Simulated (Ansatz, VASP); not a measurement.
One calculation of ZnCu4, two programs

The input INCAR:

```
PREC     = Accurate       # precision mode
ENCUT    = 520            # plane-wave cutoff, eV
EDIFF    = 1E-7           # SCF threshold, eV
ISMEAR   = -1             # smearing method
SIGMA    = 0.08           # smearing width, eV
LREAL    = False          # projectors in reciprocal space
LASPH    = True           # aspherical terms in the spheres
NELM     = 80             # most SCF steps
ALGO     = Normal         # electronic algorithm
ISIF     = 2              # what is computed and relaxed
LWAVE    = False          # write WAVECAR
LCHARG   = False          # write CHGCAR
LDIPOL   = True         
IDIPOL   = 3            
DIPOL    = 0.5 0.5 0.500
NBANDS   = 36             # bands
```

The input KPOINTS:

```
Automatic mesh
0
Gamma
  15 10 1
```

File POSCAR:

```
ZnCu4
1.0
    2.4875465902      0.0000000000      0.0000000000
    0.0000000000      3.5179221248      0.0000000000
    0.0000000000      0.0000000000     20.9751000000
Zn Cu
1 4
Direct
    0.0000000000      0.0000000000      0.3857729366
    0.5000000000      0.5000000000      0.4391569466
    0.0000000000      0.0000000000      0.4999999978
    0.5000000000      0.5000000000      0.5608430587
    0.0000000000      0.0000000000      0.6142270603
```

Input for Ansatz:

```yaml
crystal:
  lattice:
    - [2.4875465902, 0.0, 0.0]
    - [0.0, 3.5179221248, 0.0]
    - [0.0, 0.0, 20.9751]
  atoms:
    - { symbol: Zn, position: [0.0, 0.0, 0.3857729366] }
    - { symbol: Cu, position: [0.5, 0.5, 0.4391569466] }
    - { symbol: Cu, position: [0.0, 0.0, 0.4999999978] }
    - { symbol: Cu, position: [0.5, 0.5, 0.5608430587] }
    - { symbol: Cu, position: [0.0, 0.0, 0.6142270603] }
kpoints:
  mp_grid: { grid: [15, 10, 1] }
scf:
  occupations: { method: fermi_dirac, width: 0.08 }
hamiltonian:
  xc: lda
  pseudopotentials: { kind: all_electron, lapw: { basis_error: 0.001 } }
output:
  forces: true
  stress: true
  eigenvalues: true
efield:
  axis: 3
  amplitude: 0
  dipole_correction: true
```

Alike in both runs: task single point; functional LDA; k mesh 15 × 10 × 1; occupations fermi-dirac, width 0.08 eV; no spin polarisation.

|  | VASP | Ansatz |
| --- | --- | --- |
| version | VASP 6.6.1 | Ansatz 0.2.0 |
| potentials or method | VASP PAW LDA potentials, release 64 (Zn, Cu), cutoff 520 eV | all-electron LAPW, scalar-relativistic |

VASP gave:

- rms of the force components (eV/Å): 0.166

Q: What did Ansatz give for the same quantities?

A: rms of the force components (eV/Å): 0.150.

LDA's correlation is that of Perdew and Zunger in VASP and of Perdew and Wang (1992) in Ansatz. Atom by atom the forces differ by 0.022 eV/Å (rms over components). Ansatz ran all-electron here, and VASP with PAW potentials.
